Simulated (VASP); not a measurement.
Write the native input for VASP 6.6.1 that does the following.

```
Task                   : electric field gradients
Functional             : PBE
Potentials or basis    : VASP PAW PBE potentials, release 64 (Ti_sv, N)
Cutoff                 : 520 eV
k mesh                 : 16 × 16 × 16
Occupations            : fermi-dirac, width 0.03 eV
Spin                   : no spin polarisation
Dipole correction      : no
Further INCAR settings : ALGO = Normal; EDIFF = 1e-08; NBANDS = 16
```

The structure of TiN (rocksalt type) lies in POSCAR:

```
TiN
1.0
    0.0000000000      2.1650869279      2.1650869279
    2.1650869279      0.0000000000      2.1650869279
    2.1650869279      2.1650869279      0.0000000000
Ti N
1 1
Direct
    0.0000000000      0.0000000000      0.0000000000
    0.5000000000      0.5000000000      0.5000000000
```

This cell differs from its parent crystal: volume scaled by 1.06.

The input as run:

INCAR

```
SYSTEM = TiN
ALGO     = Normal         ! electronic algorithm
EDIFF    = 1E-8           ! SCF threshold, eV
ENCUT    = 520            ! plane-wave cutoff, eV
GGA      = PE             ! functional
ISIF     = 2              ! what is computed and relaxed
ISMEAR   = -1             ! smearing method
LASPH    = .True.         ! aspherical terms in the spheres
LCHARG   = .False.        ! write CHGCAR
LEFG     = .True.       
LREAL    = .False.        ! projectors in reciprocal space
LWAVE    = .False.        ! write WAVECAR
NBANDS   = 16             ! bands
NELM     = 60             ! most SCF steps
PREC     = Accurate       ! precision mode
SIGMA    = 0.03           ! smearing width, eV
```

KPOINTS

```
k-points
0
Gamma
  16 16 16
  0 0 0
```

Potentials or basis: VASP PAW PBE potentials, release 64 (Ti_sv, N).

Command:

```console
$ cat potpaw_PBE.64/Ti_sv/POTCAR potpaw_PBE.64/N/POTCAR > POTCAR
$ mpirun -np 1 vasp_std > vasp.out
```

It gave:

```json
{"Pressure": "-13.8 GPa"}
```

Caveat: without QUAD_EFG the Cq values of the log hold for a quadrupole moment of 1 mb, not for the nuclei.

Wall time 19 s on 1 thread of Intel(R) Xeon(R) 6975P-C (Granite Rapids), with other jobs on the host, peak memory 0.17 GiB.
